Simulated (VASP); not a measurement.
# NiGe3 (P4/mmm) in VASP: single point with PBE

Aim: the single point of NiGe3 with PBE.

All numbers are computed with VASP 6.6.1; they aren't measurements. Logs are shortened: lines on timing, memory, paths and dates and some standing lists are left out, and cuts for length are marked.

### Step 1. The cell of the first run

Symmetry: P4/mmm, No. 123, tetragonal system. Conventional cell: a = 4.011 Å, b = 4.011 Å, c = 3.970 Å, α = 90.00°, β = 90.00°, γ = 90.00°. Within 3.7 Å of Ni (site symmetry 4/mmm) lie 12 Ge at 2.82 to 2.84 Å. Within 3.7 Å of Ge (site symmetry mmm) lie 4 Ni at 2.82 Å and 8 Ge at 2.82 to 2.84 Å. Ge (site symmetry 4/mmm) has 8 Ge at 2.82 Å and 4 Ni at 2.84 Å within 3.7 Å.

### Step 2. Single point, PBE, collinear spin, ferromagnetic start

Input file INCAR:

```
  ALGO = Normal
  EDIFF = 1E-6
  ENCUT = 520
  GGA = PE
  ISIF = 2
  ISMEAR = 0
  ISPIN = 2
  LASPH = T
  LCHARG = F
  LMAXMIX = 4
  LORBIT = 11
  LREAL = F
  LWAVE = F
  MAGMOM = 2 0 0 0
  NBANDS = 38
  NELM = 150
  PREC = Accurate
  SIGMA = 0.1
```

Input file KPOINTS:

```
k-points
0
Gamma
  4 4 4
```

Input file POSCAR:

```
NiGe3
1.0
    4.0109184200      0.0000000000      0.0000000000
    0.0000000000      4.0109184200      0.0000000000
    0.0000000000      0.0000000000      3.9696916700
Ni Ge
1 3
Direct
    0.0000000000      0.0000000000      0.0000000000
    0.0000000000      0.5000000000      0.5000000000
    0.5000000000      0.0000000000      0.5000000000
    0.5000000000      0.5000000000      0.0000000000
```

Potentials or basis: VASP PAW PBE potentials, release 64 (Ni, Ge_d).

Run with:

```
$ cat potpaw_PBE.64/Ni/POTCAR potpaw_PBE.64/Ge_d/POTCAR > POTCAR
$ mpirun -np 1 vasp_std > vasp.out
```

OUTCAR:

```text
EDIFF = 1E-6
   ENCUT = 520
   GGA = PE
   ISIF = 2
   ISMEAR = 0
   ISPIN = 2
   LASPH = T
   LORBIT = 11
   LREAL = F
   NELM = 150
   PREC = Accurate

 ion  position               nearest neighbor table
   1  0.000  0.000  0.000-   2 2.82   3 2.82   2 2.82   3 2.82   2 2.82   2 2.82   3 2.82   3 2.82
                             4 2.84   4 2.84   4 2.84   4 2.84
   2  0.000  0.500  0.500-   1 2.82   4 2.82   1 2.82   4 2.82   1 2.82   1 2.82   4 2.82   4 2.82
                             3 2.84   3 2.84   3 2.84   3 2.84
   3  0.500  0.000  0.500-   1 2.82   4 2.82   1 2.82   4 2.82   4 2.82   4 2.82   1 2.82   1 2.82
                             2 2.84   2 2.84   2 2.84   2 2.84
   4  0.500  0.500  0.000-   2 2.82   3 2.82   2 2.82   3 2.82   3 2.82   3 2.82   2 2.82   2 2.82
                             1 2.84   1 2.84   1 2.84   1 2.84

  LATTYP: Found a simple tetragonal cell.
 ALAT       =     4.0109184200
 C/A-ratio  =     0.9897213691

  Lattice vectors:

 A1 = (   4.0109184200,   0.0000000000,   0.0000000000)
 A2 = (   0.0000000000,   4.0109184200,   0.0000000000)
 A3 = (   0.0000000000,   0.0000000000,   3.9696916700)

Analysis of symmetry for initial positions (statically):
=====================================================================
 Subroutine PRICEL returns:
 Original cell was already a primitive cell.

 Routine SETGRP: Setting up the symmetry group for a
 simple tetragonal supercell.

 Subroutine GETGRP returns: Found 16 space group operations
 (whereof 16 operations were pure point group operations)
 out of a pool of 16 trial point group operations.

The static configuration has the point symmetry D_4h.

Analysis of symmetry for dynamics (positions and initial velocities):
=====================================================================
 Subroutine PRICEL returns:
 Original cell was already a primitive cell.

 Routine SETGRP: Setting up the symmetry group for a
 simple tetragonal supercell.

 Subroutine GETGRP returns: Found 16 space group operations
 (whereof 16 operations were pure point group operations)
 out of a pool of 16 trial point group operations.

The dynamic configuration has the point symmetry D_4h.

Analysis of structural, dynamic, and magnetic symmetry:
=====================================================================
 Subroutine PRICEL returns:
 Original cell was already a primitive cell.

 Routine SETGRP: Setting up the symmetry group for a
 simple tetragonal supercell.

 Subroutine GETGRP returns: Found 16 space group operations
 (whereof 16 operations were pure point group operations)
[... 129 lines left out ...]
   LRPA    =     F    only Hartree local field effects (RPA)
 spin polarized calculation
 Gauss-broadening in eV      SIGMA  =   0.10
  energy-cutoff  :      520.00
  volume of cell :       63.86
 maximum number of plane-waves:      1743
 NGX is ok and might be reduce to    30
   NGX = 15   NGY = 15   NGZ = 15

 number of electron      51.9999925 magnetization       0.0038722

 number of electron      51.9999925 magnetization      -0.0086295

 Free energy of the ion-electron system (eV)
  ---------------------------------------------------
  ext. energy  EPLUGINS =         0.00000000
  ---------------------------------------------------
  free energy    TOTEN  =       -17.88127448 eV

  energy without entropy =      -17.85663791  energy(sigma->0) =      -17.86895619

 E-fermi :   7.8961     XC(G=0): -11.9123

 val. band max:        7.8936683758   @ k =   0.5000   0.2500   0.0000
 cond. band min:       7.9227460190   @ k =   0.2500   0.0000   0.2500
 fundamental gap:      0.0290776432
 Fermi energy:         7.8961352032

 spin component 1

 k-point     1 :       0.0000    0.0000    0.0000
  band No.  band energies     occupation
      1     -16.9742      1.00000
      2     -16.9742      1.00000
      3     -16.9618      1.00000
      4     -16.9606      1.00000
      5     -16.8905      1.00000
      6     -16.8760      1.00000
[... 727 lines left out ...]
     37      21.9317      0.00000
     38      21.9564      0.00000
 Fermi energy:         7.8961352032

 spin component 2

 k-point     1 :       0.0000    0.0000    0.0000
  band No.  band energies     occupation
      1     -16.9744      1.00000
      2     -16.9744      1.00000
      3     -16.9620      1.00000
      4     -16.9609      1.00000
      5     -16.8906      1.00000
      6     -16.8762      1.00000
[... 727 lines left out ...]
     37      21.9297      0.00000
     38      21.9564      0.00000

------------------------ aborting loop because EDIFF is reached ----------------------------------------

  FORCE on cell =-STRESS in cart. coord.  units (eV):
  Direction    XX          YY          ZZ          XY          YZ          ZX
  --------------------------------------------------------------------------------------
  -------------------------------------------------------------------------------------
  Total        0.7337992      0.7337992      0.8878143      0.0000000     -0.0000000      0.0000000
  in kB       18.4095600     18.4095600     22.2734896      0.0000000     -0.0000000      0.0000000
  external PRESSURE =      19.6975366 kB  Pullay stress =       0.0000000 kB

 VOLUME and BASIS-vectors are now :
 -----------------------------------------------------------------------------
  energy-cutoff  :      520.00
  volume of cell :       63.86
      direct lattice vectors                 reciprocal lattice vectors
     4.010918420  0.000000000  0.000000000     0.249319456  0.000000000  0.000000000
     0.000000000  4.010918420  0.000000000     0.000000000  0.249319456  0.000000000
     0.000000000  0.000000000  3.969691670     0.000000000  0.000000000  0.251908733

 POSITION                                       TOTAL-FORCE (eV/Angst)
 -----------------------------------------------------------------------------------
      0.00000      0.00000      0.00000         0.000000      0.000000      0.000000
      0.00000      2.00546      1.98485         0.000000      0.000000      0.000000
      2.00546      0.00000      1.98485         0.000000      0.000000      0.000000
      2.00546      2.00546      0.00000         0.000000      0.000000      0.000000
 -----------------------------------------------------------------------------------
    total drift:                                0.000000      0.000000     -0.000000

  FREE ENERGIE OF THE ION-ELECTRON SYSTEM (eV)
  ---------------------------------------------------
  free  energy   TOTEN  =       -17.8812744763 eV

  energy  without entropy=      -17.8566379099  energy(sigma->0) =      -17.86895619

 total charge

# of ion       s       p       d       tot
------------------------------------------
    1        0.373   0.270   8.450   9.093
    2        1.237   0.974  10.050  12.260
    3        1.237   0.974  10.050  12.260
    4        1.237   0.972  10.051  12.260
--------------------------------------------------
tot          4.083   3.189  38.600  45.872

 magnetization (x)

# of ion       s       p       d       tot
------------------------------------------
    1        0.000  -0.000  -0.005  -0.005
    2       -0.000  -0.001  -0.000  -0.001
    3       -0.000  -0.001  -0.000  -0.001
    4       -0.000  -0.001  -0.000  -0.001
--------------------------------------------------
tot         -0.000  -0.002  -0.005  -0.007
```

OSZICAR:

```text
N       E                     dE             d eps       ncg     rms          rms(c)
DAV:   1     0.435728338356E+03    0.43573E+03   -0.23346E+04  3506   0.382E+03
[... 16 lines left out ...]
DAV:  18    -0.178813304856E+02    0.69913E-04   -0.18050E-04  3166   0.120E-01    0.297E-02
DAV:  19    -0.178813027396E+02    0.27746E-04   -0.91580E-05  3456   0.743E-02    0.220E-02
DAV:  20    -0.178812834481E+02    0.19292E-04   -0.66104E-05  3222   0.700E-02    0.150E-02
DAV:  21    -0.178812773452E+02    0.61029E-05   -0.24741E-05  3308   0.564E-02    0.691E-03
DAV:  22    -0.178812731663E+02    0.41790E-05   -0.27058E-05  2720   0.626E-02    0.326E-03
DAV:  23    -0.178812747603E+02   -0.15940E-05   -0.32882E-05  3358   0.470E-02    0.526E-03
DAV:  24    -0.178812744763E+02    0.28400E-06   -0.66458E-06  2836   0.212E-02
   1 F= -.17881274E+02 E0= -.17868956E+02  d E =-.246366E-01  mag=     0.0006
```

stdout:

```text
POSCAR found type information on POSCAR NiGe
 POSCAR found :  2 types and       4 ions
 scaLAPACK will be used
 LDA part: xc-table for (Slater+PW92), standard interpolation
 POSCAR, INCAR and KPOINTS ok, starting setup
 FFT: planning ... GRIDC
 FFT: planning ... GRID_SOFT
 FFT: planning ... GRID
 WAVECAR not read
 entering main loop
```

Wall time 1.8 min (1 thread of Intel Xeon 6975P-C, shared host); peak memory 0.23 GiB.

Results:

```yaml
Free_energy: -17.8813 eV
Pressure: 2.0 GPa
Band_gap_on_the_k_mesh: zero (filled and empty bands overlap)
Net_moment: -0.01 μB per cell
Valence_electrons_inside_the_program's_atomic_spheres: Ni 9.09; Ge 12.26
```

Stress tensor (GPa, compression positive):
```
1.84 0.00 0.00
0.00 1.84 0.00
0.00 0.00 2.23
```

Levels at points of the mesh, in eV from the Fermi level:
Spin up:
```tsv
k point	band 23	band 24	band 25	band 26	band 27	band 28	band 29	band 30
(0.00, 0.00, 0.00)	-1.45	-1.45	-0.79	-0.76	0.29	3.48	3.48	3.51
(0.50, 0.00, 0.00)	-1.37	-0.56	-0.44	-0.08	-0.05	0.47	0.73	2.13
(0.50, 0.50, 0.00)	-1.27	-1.26	0.12	0.26	1.31	1.31	2.07	2.07
(0.00, 0.00, 0.50)	-1.34	-0.54	-0.54	-0.05	-0.05	0.38	0.67	2.07
(0.50, 0.00, 0.50)	-1.26	-1.24	0.04	0.16	1.14	1.16	1.98	2.05
(0.50, 0.50, 0.50)	-1.21	-1.21	-1.09	-0.82	-0.81	-0.81	8.24	8.47
```
Spin down:
| k point | band 23 | band 24 | band 25 | band 26 | band 27 | band 28 | band 29 | band 30 |
| --- | --- | --- | --- | --- | --- | --- | --- | --- |
| (0.00, 0.00, 0.00) | -1.46 | -1.45 | -0.79 | -0.76 | 0.29 | 3.48 | 3.48 | 3.51 |
| (0.50, 0.00, 0.00) | -1.38 | -0.56 | -0.44 | -0.08 | -0.05 | 0.47 | 0.72 | 2.13 |
| (0.50, 0.50, 0.00) | -1.27 | -1.26 | 0.11 | 0.26 | 1.31 | 1.31 | 2.06 | 2.06 |
| (0.00, 0.00, 0.50) | -1.35 | -0.54 | -0.54 | -0.05 | -0.05 | 0.38 | 0.67 | 2.07 |
| (0.50, 0.00, 0.50) | -1.27 | -1.25 | 0.04 | 0.15 | 1.14 | 1.16 | 1.98 | 2.05 |
| (0.50, 0.50, 0.50) | -1.21 | -1.21 | -1.09 | -0.82 | -0.81 | -0.81 | 8.24 | 8.47 |

Caveat: the k points lie up to 0.40 Å⁻¹ apart; the starting moments collapsed, and a magnetic state may lie lower.
